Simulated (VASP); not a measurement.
A run of VASP 6.6.1:

File INCAR:

```
SYSTEM = ZnS
  PREC = Accurate
  ENCUT = 520
  EDIFF = 1E-7
  ISMEAR = 0
  SIGMA = 0.05
  LREAL = .False.
  LASPH = .True.
  NELM = 80
  ALGO = Normal
  ISIF = 2
  LWAVE = .False.
  LCHARG = .True.
  GGA = PE
  LELF = .True.
  LVHAR = .True.
  NBANDS = 16
```

Contents of KPOINTS:

```
regular mesh
0
Gamma
  8 8 8
  0 0 0
```

The input POSCAR:

```
ZnS
1.0
    0.0000000000      2.7215639846      2.7215639846
    2.7215639846      0.0000000000      2.7215639846
    2.7215639846      2.7215639846      0.0000000000
Zn S
1 1
Direct
    0.0000000000      0.0000000000      0.0000000000
    0.8602307356      0.8602307356      0.5618243638
```

Potentials or basis: VASP PAW PBE potentials, release 64 (Zn, S).

Command:

```sh
$ cat potpaw_PBE.64/Zn/POTCAR potpaw_PBE.64/S/POTCAR > POTCAR
$ mpirun -np 1 vasp_std > vasp.out
```

Hardware: 1 thread of Intel Xeon 8259CL (shared host).

**Question.** Estimate the wall time of this run.

**Answer.** Run time: 2.6 min on 1 thread of Intel Xeon 8259CL, with other jobs on the host, peak memory 0.24 GiB. Counts: scf iterations 14, k points 150.
